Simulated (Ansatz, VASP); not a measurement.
**Two plane-wave programs on TiCo**

File POSCAR:

```
TiCo
1.0
    3.0254064304      0.0000000000      0.0000000000
    0.0000000000      3.0254064304      0.0000000000
    0.0000000000      0.0000000000      3.0254064304
Co Ti
1 1
Direct
    0.5000000000      0.5000000000      0.5000000000
    0.0000000000      0.0000000000      0.0000000000
```

INCAR.step1

```
ALGO = Normal
EDIFF = 1E-4
ENCUT = 520
GGA = PE
ISMEAR = -1
ISPIN = 2
LASPH = T
LCHARG = F
LMAXMIX = 4
LREAL = F
LWAVE = T
MAGMOM = 2 1
NBANDS = 22
NELM = 150
PREC = Accurate
SIGMA = 0.05
```

INCAR.step2

```
ALGO = Normal
EDIFF = 1E-7
ENCUT = 520
ISIF = 2
ISMEAR = -1
ISPIN = 2
ISTART = 1
LASPH = T
LCHARG = T
LELF = T
LMAXMIX = 4
LMIXTAU = T
LORBIT = 11
LREAL = F
LVHAR = T
LWAVE = F
MAGMOM = 2 1
METAGGA = R2SCAN
NBANDS = 22
NELM = 150
PREC = Accurate
SIGMA = 0.05
```

The input KPOINTS:

```
k-points
0
Gamma
  9 9 9
```

Contents of input.yaml:

```yaml
crystal:
  lattice:
    - [3.0254064304, 0.0, 0.0]
    - [0.0, 3.0254064304, 0.0]
    - [0.0, 0.0, 3.0254064304]
  atoms:
    - { symbol: Co, position: [0.5, 0.5, 0.5], spin: 2.0 }
    - { symbol: Ti, position: [0.0, 0.0, 0.0], spin: 1.0 }
hamiltonian:
  xc: r2scan
  pseudopotentials: { kind: paw }
magnetization:
  spin_polarized: true
kpoints:
  mp_grid: { grid: [9, 9, 9] }
scf:
  occupations: { method: fermi_dirac, width: 0.05 }
output:
  forces: true
  stress: true
  eigenvalues: true
```

Alike in both runs: task single point; functional r2SCAN; k mesh 9 × 9 × 9; occupations fermi-dirac, width 0.05 eV; collinear spin.

|  | VASP | Ansatz |
| --- | --- | --- |
| version | VASP 6.6.1 | Ansatz 0.2.0 |
| potentials or method | VASP PAW PBE potentials, release 64 (Co, Ti_sv) | Ansatz PAW |
| plane-wave cutoff (eV) | 520 | 500 |
| valence electrons in the cell | 21 | 29 |

Ansatz gave:

```
gap on the k mesh at the Fermi level (eV)                     : none
pressure (GPa)                                                : -5.4
net moment per atom (μB)                                      : 0.43
size of the moment on the site where the two differ most (μB) : 1.48
```

Problem. Which values does VASP return?

Solution. gap on the k mesh at the Fermi level (eV): none; pressure (GPa): -5.0; net moment per atom (μB): 0.43; size of the moment on the site where the two differ most (μB): 1.45.

VASP's potentials were made for PBE, not for r2SCAN. Site moments also hang on the region over which each program counts them. A gap of «none» marks a metal or a gap that the smearing closes. VASP's potentials hold 21 valence electrons a cell and Ansatz's 29, so a difference there can come from the potentials and not from the codes.

Noted on Ansatz's run: the magnetic or orbital state may not be the lowest.
